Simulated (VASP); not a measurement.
Here is a VASP 6.6.1 calculation.

File INCAR:

```
SYSTEM = NbH
ALGO = Normal
EDIFF = 1E-6
ENCUT = 520
GGA = CA
ISIF = 2
ISMEAR = 0
LASPH = .TRUE.
LCHARG = .FALSE.
LREAL = .FALSE.
LWAVE = .FALSE.
NBANDS = 14
NELM = 100
PREC = Accurate
SIGMA = 0.15
```

The input KPOINTS:

```
k-points
0
G
  20 20 20
  0 0 0
```

POSCAR

```
NbH
1.0
   -1.6069640000      1.6310684600      1.9843010000
    1.6069640000     -1.6310684600      1.9843010000
    1.6069640000      1.6310684600     -1.9843010000
Nb H
1 1
Direct
    0.0000000000      0.0000000000      0.0000000000
    0.5000000000      0.5000000000      0.0000000000
```

Potentials or basis: VASP PAW LDA potentials, release 64 (Nb_sv, H).

Command:

```sh
$ cat potpaw_LDA.64/Nb_sv/POTCAR potpaw_LDA.64/H/POTCAR > POTCAR
$ mpirun -np 1 vasp_std > vasp.out
```

**Question.** Predict the pressure.

**Answer.** -13.4 GPa.

**Question.** What does it give for the band gap on the k mesh?

**Answer.** Zero (bands 7 and 8 overlap by 4.10 eV).

Stress tensor (GPa, compression positive):
```
-12.22   0.00   0.00
  0.00 -14.22   0.00
  0.00   0.00 -13.71
```

Caveat: the cell differs from its parent crystal (strain +0.0150 x Voigt [0, 1, 0, 0, 0, 0]); the cell stands under tension.
